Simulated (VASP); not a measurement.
Input of a VASP 6.6.1 run:

INCAR

```
PREC = Accurate
ENCUT = 520
EDIFF = 1E-7
ISMEAR = 0
SIGMA = 0.1
LREAL = F
LASPH = T
NELM = 60
ALGO = Fast
ISIF = 2
LWAVE = F
LCHARG = F
LDIPOL = T
IDIPOL = 3
DIPOL = 0.5 0.5 0.500
GGA = PS
NBANDS = 36
```

KPOINTS

```
regular mesh
0
Gamma
  14 14 1
```

The input POSCAR:

```
Au
1.0
    2.8200300622      0.0000000000      0.0000000000
   -1.4100150311      2.5170030989      0.0000000000
    0.0000000000      0.0000000000     24.6013551323
Au
5
Direct
    0.6637338215      0.3274676430      0.3042002220
    0.3359118303      0.6718236606      0.4026968913
    0.6645726193      0.3291452386      0.5000000000
    0.3359118356      0.6718236711      0.5973031080
    0.6637338443      0.3274676887      0.6957997787
```

Potentials or basis: VASP PAW PBE potentials, release 64 (Au).

The run is started by

```sh
$ cat potpaw_PBE.64/Au/POTCAR > POTCAR
$ mpirun -np 1 vasp_std > vasp.out
```

Task: What does it give for the largest force?

Result: 0.006 eV/Å.

Forces on the atoms (eV/Å):
```
Au   0.000  0.000  0.006
Au   0.000 -0.001  0.003
Au   0.000  0.002  0.000
Au   0.000 -0.001 -0.003
Au   0.000  0.000 -0.006
```

Caveat: the PAW data sets were made with another functional, which shifts forces and pressure a little.
